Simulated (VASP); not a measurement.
Input of a VASP 6.6.1 run:

INCAR

```
SYSTEM = BP
ALGO = Normal ; EDIFF = 1E-6
ENCUT = 500 ; GGA_COMPAT = .FALSE.
ISIF = 2 ; ISMEAR = 0
LASPH = .TRUE. ; LCHARG = .FALSE.
LREAL = .FALSE. ; LWAVE = .FALSE.
NBANDS = 11 ; NELM = 120
PREC = Accurate ; SIGMA = 0.1
```

KPOINTS

```
k-points
0
G
  6 6 6
  0 0 0
```

File POSCAR:

```
BP
1.0
    0.0000000000      2.2690000000      2.2690000000
    2.2690000000      0.0000000000      2.2690000000
    2.2690000000      2.2690000000      0.0000000000
B P
1 1
Direct
    0.0000000000      0.0000000000      0.0000000000
    0.7500000000      0.7500000000      0.7500000000
```

Potentials or basis: VASP PAW LDA potentials, release 64 (B, P).

Command:

```console
$ cat potpaw_LDA.64/B/POTCAR potpaw_LDA.64/P/POTCAR > POTCAR
$ mpirun -np 1 vasp_std > vasp.out
```

Task: Predict the pressure.

Result: -5.2 GPa.

Task: What does it give for the band gap on the k mesh?

Result: 1.30 eV, indirect (least direct gap 3.38 eV).

A k mesh can miss the band edges.
